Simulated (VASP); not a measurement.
ZnS, 2 atoms in the cell. Symmetry: F-43m, No. 216, cubic system. Conventional cell: a = 5.376 Å, b = 5.376 Å, c = 5.376 Å, α = 90.00°, β = 90.00°, γ = 90.00°. Within 3.1 Å of Zn (site symmetry -43m) lie 4 S at 2.33 Å. S (site symmetry -43m) has 4 Zn at 2.33 Å within 3.1 Å. 

```yaml
Program: VASP 6.6.1
Task: single point
Functional: PBE
Dispersion: D3(BJ)
Potentials_or_basis: VASP PAW PBE potentials, release 64 (Zn, S)
Cutoff: 520 eV
k_mesh: 10 × 10 × 10
Occupations: gaussian, width 0.02 eV
Spin: no spin polarisation
Dipole_correction: no
Further_INCAR_settings: ALGO = Normal; EDIFF = 1e-06; NBANDS = 16
```

Potentials or basis: VASP PAW PBE potentials, release 64 (Zn, S).

Run with:

```console
$ cat potpaw_PBE.64/Zn/POTCAR potpaw_PBE.64/S/POTCAR > POTCAR
$ mpirun -np 1 vasp_std > vasp.out
```

Hardware: 1 thread of AMD EPYC 7R13, on a shared host.

**Question.** Estimate the wall time of this run.

**Answer.** Wall time 56 s on 1 thread of AMD EPYC 7R13, with other jobs on the host, peak memory 0.15 GiB. Counts: scf iterations 12, k points 47.
